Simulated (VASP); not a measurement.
The system is Ir.

```xyz
2
Lattice="2.8053 0.0000 0.0000 -1.4027 2.4295 0.0000 0.0000 0.0000 4.5498" Properties=species:S:1:pos:R:3 pbc="T T T"
Ir    0.0000    1.6197    1.1375
Ir    1.4027    0.8098    3.4124
```

This cell differs from its parent crystal: volume scaled by 1.06.

Program: VASP 6.6.1. Alike in all runs: task single point; no spin polarisation; cell as given; cutoff (eV) 520; smearing fermi-dirac 0.05 eV.

Q: Order these runs on this cell by their pressure, lowest first.
A. level PBEsol; potentials or basis VASP PAW PBE potentials, release 64 (Ir); k mesh 11 × 11 × 6
B. level PBE; potentials or basis VASP PAW PBE potentials, release 64 (Ir); k mesh 11 × 11 × 6
C. level PBE0; potentials or basis VASP PAW PBE potentials, release 64 (Ir); k mesh 6 × 6 × 4; grid for exact exchange (PRECFOCK) Normal
D. level r2SCAN; potentials or basis VASP PAW PBE potentials, release 64 (Ir); k mesh 11 × 11 × 6
E. level LDA; potentials or basis VASP PAW LDA potentials, release 64 (Ir); k mesh 11 × 11 × 6

A: E (-31.4 GPa), C (-29.5 GPa), A (-27.7 GPa), D (-23.4 GPa), B (-17.9 GPa).

Caveats: some runs use coarse meshes; the PAW data sets were made with another functional, which shifts forces and pressure a little (some runs).
